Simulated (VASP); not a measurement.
A run of VASP 6.6.1:

The input POSCAR:

```
CdS
1.0
    0.0000000000      2.9429534600      2.9429534600
    2.9429534600      0.0000000000      2.9429534600
    2.9429534600      2.9429534600      0.0000000000
Cd S
1 1
Direct
    0.0000000000      0.0000000000      0.0000000000
    0.7500000000      0.7500000000      0.7500000000
```

The input INCAR.step1:

```
SYSTEM = CdS
PREC = Accurate
ENCUT = 520
ISMEAR = 0
SIGMA = 0.1
LREAL = .False.
LASPH = .True.
NELM = 60
NBANDS = 16
GGA = PE
ALGO = Normal
EDIFF = 1E-4
LWAVE = .True.
LCHARG = .False.
```

The input INCAR.step2:

```
SYSTEM = CdS
PREC = Accurate
ENCUT = 520
EDIFF = 1E-6
ISMEAR = 0
SIGMA = 0.1
LREAL = .False.
LASPH = .True.
NELM = 60
ALGO = Normal
ISIF = 2
LWAVE = .False.
LCHARG = .False.
METAGGA = R2SCAN
LMIXTAU = .True.
NBANDS = 16
ISTART = 1
```

The input KPOINTS:

```
Automatic mesh
0
Gamma
  6 6 6
  0 0 0
```

Potentials or basis: VASP PAW PBE potentials, release 64 (Cd, S).

Launch:

```sh
$ cat potpaw_PBE.64/Cd/POTCAR potpaw_PBE.64/S/POTCAR > POTCAR
$ cp INCAR.step1 INCAR
$ mpirun -np 1 vasp_std > vasp.out
$ cp INCAR.step2 INCAR
$ mpirun -np 1 vasp_std > vasp.out
```

Hardware: 1 thread of AMD EPYC 7R43 64-Core Processor (Zen 3), with other jobs on the host.

Q: How long does it take, and how much memory?

A: It took 74 s on 1 thread of AMD EPYC 7R43 64-Core Processor (Zen 3), with other jobs on the host, peak memory 0.15 GiB. Counts: k points 16.
